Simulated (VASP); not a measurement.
Input of a VASP 6.6.1 run:

Contents of POSCAR:

```
TiO2
1.0
   -1.8886398348      1.8894042042      4.7926403145
    1.8892877674     -1.8886412561      4.7927205096
    1.8886325480      1.8886346436     -4.7927483249
Ti O
2 4
Direct
    0.0136860426      0.9977421663      1.0099260232
    0.7636290594      0.2477550536      0.5099022086
    0.2208850018      0.2049931122      1.0098937144
    0.9709095502      0.4549614437      0.5098826944
    0.5564108559      0.0404676986      0.5098775512
    0.8063809501      0.7904894955      0.0098763682
```

Contents of INCAR.step1:

```
PREC = Accurate
ENCUT = 520
ISMEAR = -1
SIGMA = 0.0539
LREAL = F
LASPH = T
NELM = 150
ISPIN = 2
MAGMOM = 1 1 0 0 0 0
LMAXMIX = 4
NBANDS = 37
GGA = PE
ALGO = Normal
EDIFF = 1E-4
LWAVE = T
LCHARG = F
```

The input INCAR.step2:

```
PREC = Accurate
ENCUT = 520
EDIFF = 1E-6
ISMEAR = -1
SIGMA = 0.0539
LREAL = F
LASPH = T
NELM = 150
ALGO = Normal
ISIF = 2
LWAVE = F
LCHARG = F
ISPIN = 2
MAGMOM = 1 1 0 0 0 0
LORBIT = 11
LMAXMIX = 4
METAGGA = R2SCAN
LMIXTAU = T
NBANDS = 37
ISTART = 1
```

KPOINTS

```
Automatic mesh
0
Gamma
  5 5 7
```

Potentials or basis: VASP PAW PBE potentials, release 64 (Ti_sv, O).

Command:

```console
$ cat potpaw_PBE.64/Ti_sv/POTCAR potpaw_PBE.64/O/POTCAR > POTCAR
$ cp INCAR.step1 INCAR
$ mpirun -np 1 vasp_std > vasp.out
$ cp INCAR.step2 INCAR
$ mpirun -np 1 vasp_std > vasp.out
```

Question: Predict the pressure.

Answer: 1.2 GPa.

Question: Predict the net moment.

Answer: 0.00 μB per cell.

Question: Estimate the band gap on the k mesh.

Answer: 2.55 eV (least direct gap 2.98 eV).

Question: Estimate the largest force.

Answer: 0.030 eV/Å.

Forces on the atoms (eV/Å):
```
Ti  -0.001  0.000 -0.004
Ti   0.000  0.000 -0.003
O    0.000  0.000  0.030
O    0.001  0.000  0.030
O    0.000  0.000 -0.027
O    0.000  0.000 -0.026
```

Caveat: the PAW data sets were made with another functional, which shifts forces and pressure a little; an odd mesh through Γ misses points on the zone boundary, where band edges can lie.
